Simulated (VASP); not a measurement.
# Te2Mo (P6_3/mmc) in VASP: single point with PBE+D3(BJ)

Aim: the single point of Te2Mo with PBE+D3(BJ).

Everything below comes from runs of VASP 6.6.1. Logs are shortened: lines on timing, memory, paths and dates and some standing lists are left out, and cuts for length are marked.

**Experimental background.**

From “Broadband infrared study of pressure-tunable Fano resonance and metallization transition in 2H-MoTe2”, 2022, pmc:9569381, for a bulk crystal of Te2Mo at 300 K: band gap 0.88 ± 0.05 eV (indirect).

How close the calculation comes is told below.

### Step 1. The cell of the first run

The structure is hexagonal, space group P6_3/mmc (No. 194). The conventional cell has a = 3.496 Å, b = 3.496 Å, c = 13.703 Å, α = 90.00°, β = 90.00°, γ = 120.00°. Within 3.8 Å of Te (site symmetry 3m) lie 3 Mo at 2.72 Å and 10 Te at 3.50 to 3.80 Å. Within 3.6 Å of Mo (site symmetry -6m2) lie 6 Te at 2.72 Å and 6 Mo at 3.50 Å.

### Step 2. Single point, PBE+D3(BJ)

INCAR reads:

```
SYSTEM = Te2Mo
PREC = Accurate ; ENCUT = 520
EDIFF = 1E-7 ; ISMEAR = 0
SIGMA = 0.05 ; LREAL = .False.
LASPH = .True. ; NELM = 60
ALGO = Normal ; ISIF = 2
LWAVE = .False. ; LCHARG = .False.
GGA = PE ; IVDW = 12
NBANDS = 35
```

KPOINTS reads:

```
regular mesh
0
Gamma
  9 9 2
  0 0 0
```

POSCAR reads:

```
Te2Mo
1.0
    3.4964857439      0.0000000000      0.0000000000
   -1.7482428719      3.0280454782      0.0000000000
    0.0000000000      0.0000000000     13.7031983276
Te Mo
4 2
Direct
    0.3333333333      0.6666666667      0.6173688251
    0.6666666667      0.3333333333      0.1173688251
    0.3333333333      0.6666666667      0.8826311749
    0.6666666667      0.3333333333      0.3826311749
    0.3333333333      0.6666666667      0.2500000000
    0.6666666667      0.3333333333      0.7500000000
```

Potentials or basis: VASP PAW PBE potentials, release 64 (Te, Mo_sv).

The run is started by

```bash
cat potpaw_PBE.64/Te/POTCAR potpaw_PBE.64/Mo_sv/POTCAR > POTCAR
mpirun -np 1 vasp_std > vasp.out
```

OUTCAR:

```text
SYSTEM = Te2Mo
   PREC = Accurate
   ENCUT = 520
   EDIFF = 1E-7
   ISMEAR = 0
   LREAL = .False.
   LASPH = .True.
   NELM = 60
   ISIF = 2
   GGA = PE
   IVDW = 12
 IVDW          = 12

 ion  position               nearest neighbor table
   1  0.333  0.667  0.617-   6 2.72   6 2.72   6 2.72   3 3.63
   2  0.667  0.333  0.117-   5 2.72   5 2.72   5 2.72   4 3.63
   3  0.333  0.667  0.883-   6 2.72   6 2.72   6 2.72   1 3.63
   4  0.667  0.333  0.383-   5 2.72   5 2.72   5 2.72   2 3.63
   5  0.333  0.667  0.250-   2 2.72   4 2.72   2 2.72   4 2.72   2 2.72   4 2.72
   6  0.667  0.333  0.750-   1 2.72   3 2.72   1 2.72   3 2.72   1 2.72   3 2.72

  LATTYP: Found a hexagonal cell.
 ALAT       =     3.4964857439
 C/A-ratio  =     3.9191346201

  Lattice vectors:

 A1 = (   3.4964857439,   0.0000000000,   0.0000000000)
 A2 = (  -1.7482428719,   3.0280454782,   0.0000000000)
 A3 = (   0.0000000000,   0.0000000000,  13.7031983276)

Analysis of symmetry for initial positions (statically):
=====================================================================
 Subroutine PRICEL returns:
 Original cell was already a primitive cell.

 Routine SETGRP: Setting up the symmetry group for a
 hexagonal supercell.

 Subroutine GETGRP returns: Found 24 space group operations
 (whereof 12 operations were pure point group operations)
 out of a pool of 24 trial point group operations.

The static configuration has the point symmetry D_3d.
 The point group associated with its full space group is D_6h.

Analysis of symmetry for dynamics (positions and initial velocities):
=====================================================================
 Subroutine PRICEL returns:
 Original cell was already a primitive cell.

 Routine SETGRP: Setting up the symmetry group for a
 hexagonal supercell.

 Subroutine GETGRP returns: Found 24 space group operations
 (whereof 12 operations were pure point group operations)
 out of a pool of 24 trial point group operations.

The dynamic configuration has the point symmetry D_3d.
 The point group associated with its full space group is D_6h.

 Subroutine INISYM returns: Found 24 space group operations
 (whereof 12 operations are pure point group operations),
 and found     1 'primitive' translations

----------------------------------------------------------------------------------------

                                     Primitive cell

  volume of cell :     145.0829

  direct lattice vectors                    reciprocal lattice vectors
     3.496485744  0.000000000  0.000000000     0.286001452  0.165123015  0.000000000
    -1.748242872  3.028045478  0.000000000     0.000000000  0.330246031  0.000000000
     0.000000000  0.000000000 13.703198328     0.000000000  0.000000000  0.072975664

  length of vectors
     3.496485744  3.496485744 13.703198328     0.330246031  0.330246031  0.072975664

  position of ions in fractional coordinates (direct lattice)
     0.333333333  0.666666667  0.617368825
     0.666666667  0.333333333  0.117368825
     0.333333333  0.666666667  0.882631175
     0.666666667  0.333333333  0.382631175
     0.333333333  0.666666667  0.250000000
     0.666666667  0.333333333  0.750000000

  ion indices of the primitive-cell ions
   primitive index   ion index
                 1           1
                 2           2
                 3           3
                 4           4
                 5           5
                 6           6

----------------------------------------------------------------------------------------

 KPOINTS: regular mesh

Automatic generation of k-mesh.
 Grid dimensions read from file:
 generate k-points for:    9    9    2

 Generating k-lattice:

  Cartesian coordinates                     Fractional coordinates (reciprocal lattice)
     0.031777939  0.018347002  0.000000000     0.111111111 -0.000000000  0.000000000
     0.000000000  0.036694003  0.000000000     0.000000000  0.111111111  0.000000000
     0.000000000  0.000000000  0.036487832     0.000000000  0.000000000  0.500000000

  Length of vectors
     0.036694003  0.036694003  0.036487832

  Shift w.r.t. Gamma in fractional coordinates (k-lattice)
     0.000000000  0.000000000  0.000000000

 Subroutine IBZKPT returns following result:
 ===========================================

 Found     24 irreducible k-points:

 Following reciprocal coordinates:
            Coordinates               Weight
  0.000000  0.000000  0.000000      1.000000
  0.111111  0.000000  0.000000      6.000000
  0.222222  0.000000  0.000000      6.000000
  0.333333  0.000000  0.000000      6.000000
  0.444444  0.000000  0.000000      6.000000
  0.111111  0.111111  0.000000      6.000000
[... 16 lines left out ...]
  0.333333  0.222222  0.500000     12.000000
  0.333333  0.333333  0.500000      2.000000
   k-points           NKPTS =     24   k-points in BZ     NKDIM =     24   number of bands    NBANDS=     35
   number of dos      NEDOS =    301   number of ions     NIONS =      6
   total plane-waves  NPLWV =  84672
   dimension x,y,z NGX =    28 NGY =   28 NGZ =  108
   dimension x,y,z NGXF=    56 NGYF=   56 NGZF=  216
   ions per type =               4   2
   NGX,Y,Z   is equivalent  to a cutoff of  13.31, 13.31, 13.10 a.u.
   NGXF,Y,Z  is equivalent  to a cutoff of  26.63, 26.63, 26.20 a.u.
 SYSTEM =  Te2Mo
   PREC   = accura    normal or accurate (medium, high low for compatibility)
   ISTART =      0    job   : 0-new  1-cont  2-samecut
   ICHARG =      2    charge: 1-file 2-atom 10-const
   ISPIN  =      1    spin polarized calculation?
   LNONCOLLINEAR =      F non collinear calculations
   LSORBIT =      F    spin-orbit coupling
   LASPH  =      T    aspherical Exc in radial PAW
   ENCUT  =  520.0 eV  38.22 Ry    6.18 a.u.   6.50  6.50 25.48*2*pi/ulx,y,z
   NELM   =     60;   NELMIN=  2; NELMDL= -5     # of ELM steps
   EDIFF  = 0.1E-06   stopping-criterion for ELM
   LREAL  =      F    real-space projection
   EDIFFG = 0.1E-05   stopping-criterion for IOM
   NSW    =      0    number of steps for IOM
   IBRION =     -1    ionic relax: 0-MD 1-quasi-New 2-CG
   NFREE  =      0    steps in history (QN), initial steepest desc. (CG)
   ISIF   =      2    stress and relaxation
   ISYM   =      2    0-nonsym 1-usesym 2-fastsym
   POTIM  = 0.5000    time-step for ionic-motion
   TEBEG  =    0.0;   TEEND  =   0.0 temperature during run
   PSTRESS=    0.0 pullay stress
   NELECT =      52.0000    total number of electrons
   NUPDOWN=      -1.0000    fix difference up-down
   EMIN   =  10.00;   EMAX   =-10.00  energy-range for DOS
   EFERMI =   0.00;   METHOD = LEGACY
   ISMEAR =     0;   SIGMA  =   0.05  broadening in eV -4-tet -1-fermi 0-gaus
   EFERMI_NEDOS =   21; number of points for ismear=-14 and -15
   IALGO  =     38    algorithm
   IMIX   =      4    mixing-type and parameters
     AMIX     =   0.40;   BMIX     =  1.00
     AMIX_MAG =   1.60;   BMIX_MAG =  1.00
  volume/ion in A,a.u.               =      24.18       163.18
  Fermi-wavevector in a.u.,A,eV,Ry     =   1.162886  2.197536 18.399220  1.352304
  Thomas-Fermi vector in A             =   2.299442
   LORBIT       =      0    0 simple, 1 ext, 2 COOP (PROOUT), +10 PAW based schemes
   GGA     = PE    functional components
   LHFCALC =     F    Hartree Fock is set to
   AEXX    =    0.0000 exact exchange contribution
   IVDW    =    12    specifies the selected vdW correction
   LEPSILON=     F    determine dielectric tensor
   LRPA    =     F    only Hartree local field effects (RPA)
 non-spin polarized calculation
 Gauss-broadening in eV      SIGMA  =   0.05
  energy-cutoff  :      520.00
  volume of cell :      145.08
 maximum number of plane-waves:      3974
 NGX is ok and might be reduce to    28
   NGX = 13   NGY = 13   NGZ = 51

 number of electron      51.9999998 magnetization

 Free energy of the ion-electron system (eV)
  ---------------------------------------------------
  ext. energy  EPLUGINS =         0.00000000
  ---------------------------------------------------
  free energy    TOTEN  =       -35.90748171 eV

  energy without entropy =      -35.90748171  energy(sigma->0) =      -35.90748171

 E-fermi :   8.9385     XC(G=0): -10.6397

 val. band max:        8.6272588726   @ k =   0.0000   0.0000   0.0000
 cond. band min:       9.2961390296   @ k =   0.2222   0.2222   0.0000
 fundamental gap:      0.6688801569
 Fermi energy:         8.9385427307

 k-point     1 :       0.0000    0.0000    0.0000
  band No.  band energies     occupation
      1     -52.2255      2.00000
      2     -52.2255      2.00000
      3     -26.4024      2.00000
      4     -26.4024      2.00000
      5     -26.2611      2.00000
      6     -26.2611      2.00000
[... 27 lines left out ...]
     34      12.0391      0.00000
     35      14.4575      0.00000

 k-point     2 :       0.1111    0.0000    0.0000
  band No.  band energies     occupation
      1     -52.2242      2.00000
      2     -52.2242      2.00000
      3     -26.3989      2.00000
      4     -26.3988      2.00000
      5     -26.2775      2.00000
      6     -26.2775      2.00000
[... 27 lines left out ...]
     34      11.8828      0.00000
     35      15.0673      0.00000

 k-point     3 :       0.2222    0.0000    0.0000
  band No.  band energies     occupation
      1     -52.2211      2.00000
      2     -52.2211      2.00000
      3     -26.3898      2.00000
      4     -26.3898      2.00000
      5     -26.3186      2.00000
      6     -26.3186      2.00000
[... 27 lines left out ...]
     34      12.2086      0.00000
     35      14.8769      0.00000
[... 723 lines left out ...]
 k-point    23 :       0.3333    0.2222    0.5000
  band No.  band energies     occupation
      1     -52.2141      2.00000
      2     -52.2141      2.00000
      3     -26.3787      2.00000
      4     -26.3787      2.00000
      5     -26.3697      2.00000
      6     -26.3697      2.00000
[... 27 lines left out ...]
     34      12.1813      0.00000
     35      13.6798      0.00000

 k-point    24 :       0.3333    0.3333    0.5000
  band No.  band energies     occupation
      1     -52.2135      2.00000
      2     -52.2135      2.00000
      3     -26.3679      2.00000
      4     -26.3679      2.00000
      5     -26.3657      2.00000
      6     -26.3657      2.00000
[... 27 lines left out ...]
     34      12.1901      0.00000
     35      13.5929      0.00000

------------------------ aborting loop because EDIFF is reached ----------------------------------------

 Edisp (eV)   -3.32313

 E8    (eV) :    -1.5312

  FORCE on cell =-STRESS in cart. coord.  units (eV):
  Direction    XX          YY          ZZ          XY          YZ          ZX
  --------------------------------------------------------------------------------------
  -------------------------------------------------------------------------------------
  Total      -0.02243    -0.02243     0.02466    -0.00000     0.00000     0.00000
  in kB      -0.24770    -0.24770     0.27228    -0.00000     0.00000     0.00000
  external pressure =       -0.07 kB  Pullay stress =        0.00 kB

 VOLUME and BASIS-vectors are now :
 -----------------------------------------------------------------------------
  energy-cutoff  :      520.00
  volume of cell :      145.08
      direct lattice vectors                 reciprocal lattice vectors
     3.496485744  0.000000000  0.000000000     0.286001452  0.165123015  0.000000000
    -1.748242872  3.028045478  0.000000000     0.000000000  0.330246031  0.000000000
     0.000000000  0.000000000 13.703198328     0.000000000  0.000000000  0.072975664

 POSITION                                       TOTAL-FORCE (eV/Angst)
 -----------------------------------------------------------------------------------
     -0.00000      2.01870      8.45993         0.000000      0.000000     -0.011311
      1.74824      1.00935      1.60833         0.000000      0.000000     -0.011311
     -0.00000      2.01870     12.09487         0.000000     -0.000000      0.011311
      1.74824      1.00935      5.24327         0.000000      0.000000      0.011311
     -0.00000      2.01870      3.42580         0.000000      0.000000      0.000000
      1.74824      1.00935     10.27740        -0.000000      0.000000      0.000000
 -----------------------------------------------------------------------------------
    total drift:                               -0.000000      0.000000     -0.000000

  FREE ENERGIE OF THE ION-ELECTRON SYSTEM (eV)
  ---------------------------------------------------
  free  energy   TOTEN  =       -39.2306151529 eV

  energy  without entropy=      -39.2306151529  energy(sigma->0) =      -39.23061515
```

Run time: 1.8 min. Hardware: 1 thread of Intel Xeon Platinum 8488C (Sapphire Rapids), shared host; peak memory 0.33 GiB.

Results:

| Item | Value |
| --- | --- |
| Free energy | -39.2306 eV |
| Pressure | 0.0 GPa |
| Largest force | 0.011 eV/Å |
| Band gap on the k mesh | 0.67 eV (least direct gap 1.04 eV) |
| Dispersion energy per atom | -0.554 eV |

Forces on the atoms (eV/Å):
```
Te   0.000  0.000 -0.011
Te   0.000  0.000 -0.011
Te   0.000  0.000  0.011
Te   0.000  0.000  0.011
Mo   0.000  0.000  0.000
Mo   0.000  0.000  0.000
```

Caveat: spin-orbit coupling is left out, which moves the levels of the heavy elements; an odd mesh through Γ misses points on the zone boundary, where band edges can lie.

### Step 3. Comparison with measurements

Step 2. A measured gap of Te2Mo is 0.88 eV (indirect; 300 K; quoted in “Broadband infrared study of pressure-tunable Fano resonance and metallization transition in 2H-MoTe2”, 2022, pmc:9569381); the calculated 0.67 eV misses it by -0.21 eV. Spin-orbit coupling on Mo, Te is left out. The value is that of PBE+D3(BJ) on a finite k mesh, which can miss the band edges, without temperature or zero-point motion. Semilocal functionals fall short of measured gaps as a rule.
